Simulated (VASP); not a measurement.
# HfSi4 (Fd-3m) in VASP: notebook, part 2 of 2

VASP 6.6.1.

## 5. Relaxation of cell and atoms, PBE

This run uses another cell than the first one, of 21.45 Å³/atom.

Input file INCAR:

```
  ALGO = Normal
  EDIFF = 1E-6
  EDIFFG = -0.04
  ENCUT = 600
  GGA = PE
  IBRION = 2
  ISIF = 3
  ISMEAR = 0
  LASPH = True
  LCHARG = False
  LREAL = False
  LWAVE = False
  NELM = 80
  NSW = 90
  PREC = Accurate
  SIGMA = 0.1
```

Input file KPOINTS:

```
k-points
0
Gamma
  4 4 4
```

Input file POSCAR:

```
HfSi4
1.0
    0.0000000000      4.7508771300      4.7508771300
    4.7508771300      0.0000000000      4.7508771300
    4.7508771300      4.7508771300      0.0000000000
Hf Si
2 8
Direct
    0.0000000000      0.0000000000      0.0000000000
    0.2500000000      0.2500000000      0.2500000000
    0.3761259900      0.3761259900      0.3761259900
    0.3761259900      0.3761259900      0.8716220300
    0.3761259900      0.8716220300      0.3761259900
    0.8738740100      0.8738740100      0.3783779700
    0.8738740100      0.8738740100      0.8738740100
    0.8716220300      0.3761259900      0.3761259900
    0.8738740100      0.3783779700      0.8738740100
    0.3783779700      0.8738740100      0.8738740100
```

Command:

```bash
> cat potpaw_PBE.64/Hf_pv/POTCAR potpaw_PBE.64/Si/POTCAR > POTCAR
> mpirun -np 1 vasp_std > vasp.out
```

Run time: 34 min. Hardware: 1 thread of AMD EPYC, shared host; peak memory 0.42 GiB.

It converged, with:

```yaml
Free_energy: -57.8673 eV
Relaxed_volume: 20.76 Å³/atom
Relaxed_cell: a = 6.647 Å, b = 6.647 Å, c = 6.647 Å, α = 60.00°, β = 60.00°, γ = 60.00°
Space_group_after_relaxing_to_0.1_Å: Fd-3m (No. 227)
Pressure_after_relaxing: 0.1 GPa
Largest_force_after_relaxing: 0.037 eV/Å
Band_gap_on_the_k_mesh: zero (bands 26 and 27 overlap by 0.07 eV)
```

Forces on the atoms (eV/Å):
```
Hf   0.000  0.000  0.000
Hf   0.000  0.000  0.000
Si   0.022  0.022  0.022
Si  -0.022 -0.022  0.022
Si  -0.022  0.022 -0.022
Si   0.022  0.022 -0.022
Si  -0.022 -0.022 -0.022
Si   0.022 -0.022 -0.022
Si   0.022 -0.022  0.022
Si  -0.022  0.022  0.022
```

Final structure:
```xyz
10
Lattice="0.0000 4.6998 4.6998 4.6998 0.0000 4.6998 4.6998 4.6998 0.0000" Properties=species:S:1:pos:R:3 pbc="T T T"
Hf    0.0000    0.0000    0.0000
Hf    2.3499    2.3499    2.3499
Si    3.8542    3.8542    3.8542
Si    5.5455    5.5455    3.8542
Si    5.5455    3.8542    5.5455
Si    6.2041    6.2041    7.8954
Si    7.8954    7.8954    7.8954
Si    3.8542    5.5455    5.5455
Si    6.2041    7.8954    6.2041
Si    7.8954    6.2041    6.2041
```

Levels at points of the mesh, in eV from the Fermi level:
| k point | band 24 | band 25 | band 26 | band 27 | band 28 | band 29 |
| --- | --- | --- | --- | --- | --- | --- |
| (0.00, 0.00, 0.00) | -0.36 | -0.03 | -0.03 | -0.03 | 1.57 | 1.57 |
| (0.50, 0.00, 0.00) | -0.59 | -0.43 | -0.43 | 0.50 | 0.50 | 1.46 |
| (0.50, 0.50, 0.00) | -1.21 | -0.32 | -0.32 | 0.01 | 0.01 | 0.66 |

Caveat: spin-orbit coupling is left out, which moves the levels of the heavy elements.

## 6. Relaxation of cell and atoms, PBE

Input file INCAR:

```
SYSTEM = HfSi4
PREC     = Accurate       ! precision mode
ENCUT    = 600            ! plane-wave cutoff, eV
EDIFF    = 1E-7           ! SCF threshold, eV
ISMEAR   = 0              ! smearing method
SIGMA    = 0.1            ! smearing width, eV
LREAL    = .False.        ! projectors in reciprocal space
LASPH    = .True.         ! aspherical terms in the spheres
NELM     = 60             ! most SCF steps
ALGO     = Normal         ! electronic algorithm
ISIF     = 3              ! what is computed and relaxed
LWAVE    = .False.        ! write WAVECAR
LCHARG   = .False.        ! write CHGCAR
GGA      = PE             ! functional
IBRION   = 2              ! ionic algorithm
NSW      = 100            ! ionic steps
EDIFFG   = -0.01          ! ionic threshold
```

Input file KPOINTS:

```
regular mesh
0
Gamma
  8 8 8
  0 0 0
```

Input file POSCAR:

```
HfSi4
1.0
    0.0000000000      4.7087615959      4.7087615959
    4.7087615959      0.0000000000      4.7087615959
    4.7087615959      4.7087615959      0.0000000000
Hf Si
2 8
Direct
    0.5000000000      0.5000000000      0.5000000000
    0.7500000000      0.7500000000      0.7500000000
    0.9101246175      0.9101246175      0.9101246175
    0.9101246175      0.9101246175      0.2696261475
    0.9101246175      0.2696261475      0.9101246175
    0.3398753825      0.3398753825      0.9803738525
    0.3398753825      0.3398753825      0.3398753825
    0.2696261475      0.9101246175      0.9101246175
    0.3398753825      0.9803738525      0.3398753825
    0.9803738525      0.3398753825      0.3398753825
```

Potentials or basis: VASP PAW PBE potentials, release 64 (Hf_pv, Si).

Command:

```bash
> cat potpaw_PBE.64/Hf_pv/POTCAR potpaw_PBE.64/Si/POTCAR > POTCAR
> mpirun -np 1 vasp_std > vasp.out
```

Run time: 29 min. Hardware: 1 thread of AMD EPYC, shared host; peak memory 0.5 GiB.

The run converged. Its results:

```
Free energy                           : -58.0233 eV
Relaxed volume                        : 20.77 Å³/atom
Relaxed cell                          : a = 6.647 Å, b = 6.647 Å, c = 6.647 Å, α = 60.00°, β = 60.00°, γ = 60.00°
Space group after relaxing (to 0.1 Å) : Fd-3m (No. 227)
Energy gained by relaxing             : 0.2 meV/atom
Ionic steps                           : 5
Pressure after relaxing               : 0.0 GPa
Largest force after relaxing          : 0.009 eV/Å
Band gap on the k mesh                : zero (bands 26 and 27 overlap by 0.29 eV)
```

Forces on the atoms (eV/Å):
```
Hf   0.000  0.000  0.000
Hf   0.000  0.000  0.000
Si   0.005  0.005  0.005
Si  -0.005 -0.005  0.005
Si  -0.005  0.005 -0.005
Si   0.005  0.005 -0.005
Si  -0.005 -0.005 -0.005
Si   0.005 -0.005 -0.005
Si   0.005 -0.005  0.005
Si  -0.005  0.005  0.005
```

The path:
```
step  energy change (eV)  largest force (eV/Å)  pressure (GPa)  volume (Å³)
   1              0.0000                0.0095           -0.43       208.81
   2             -0.0011                0.0284            0.26       207.10
   3             -0.0015                0.0218            0.01       207.70
   4             -0.0015                0.0216            0.00       207.72
   5             -0.0016                0.0093           -0.01       207.69
```

Final structure:
```yaml
crystal:
  lattice:
    - [0.00000, 4.70032, 4.70032]
    - [4.70032, 0.00000, 4.70032]
    - [4.70032, 4.70032, 0.00000]
  atoms:
    - { symbol: Hf, position: [0.50000, 0.50000, 0.50000] }
    - { symbol: Hf, position: [0.75000, 0.75000, 0.75000] }
    - { symbol: Si, position: [0.91005, 0.91005, 0.91005] }
    - { symbol: Si, position: [0.91005, 0.91005, 0.26986] }
    - { symbol: Si, position: [0.91005, 0.26986, 0.91005] }
    - { symbol: Si, position: [0.33995, 0.33995, 0.98014] }
    - { symbol: Si, position: [0.33995, 0.33995, 0.33995] }
    - { symbol: Si, position: [0.26986, 0.91005, 0.91005] }
    - { symbol: Si, position: [0.33995, 0.98014, 0.33995] }
    - { symbol: Si, position: [0.98014, 0.33995, 0.33995] }
```

Levels at points of the mesh, in eV from the Fermi level:
```tsv
k point	band 24	band 25	band 26	band 27	band 28	band 29
(0.00, 0.00, 0.00)	-0.36	-0.02	-0.02	-0.02	1.58	1.58
(0.50, 0.00, 0.00)	-0.59	-0.43	-0.43	0.51	0.51	1.46
(0.50, 0.50, 0.00)	-1.21	-0.31	-0.31	0.01	0.01	0.66
```

Caveat: spin-orbit coupling is left out, which moves the levels of the heavy elements.

## 7. Summary

| task | cell | k mesh | cutoff (eV) | gap on the mesh (eV) | pressure (GPa) | relaxed volume (Å³/atom) | largest force (eV/Å) |
| --- | --- | --- | --- | --- | --- | --- | --- |
| single point | a = 6.659 Å, angles 60.0°, 10 atoms, atomic positions A | 4 × 4 × 4 | 520 | none | -0.3 | - | 0.01 |
| single point | a = 6.719 Å, angles 60.0°, 10 atoms, atomic positions B | 4 × 4 × 4 | 520 | none | 25.4 | - | 9.84 |
| single point | a = 6.650 Å, angles 60.0°, 10 atoms, atomic positions C | 8 × 8 × 8 | 520 | none | -0.1 | - | 0.02 |
| relaxation of cell and atoms | relaxed from a = 6.719 Å, angles 60.0°, 10 atoms, atomic positions B | 4 × 4 × 4 | 600 | none | 0.1 | 20.76 | 0.04 |
| relaxation of cell and atoms | relaxed from a = 6.659 Å, angles 60.0°, 10 atoms, atomic positions A | 8 × 8 × 8 | 600 | none | 0.0 | 20.77 | 0.01 |

Alike in all rows: level PBE; potentials or basis VASP PAW PBE potentials, release 64 (Hf_pv, Si); no spin polarisation; smearing gaussian 0.1 eV.

Caveats: spin-orbit coupling is left out, which moves the levels of the heavy elements; the cell stands under pressure (at least some runs); forces of over 1 eV/Å act on the atoms, so gaps and moduli don't describe the material at rest (at least some runs).

Total energies depend on the potentials used, so only differences within one code and one set of settings carry meaning.
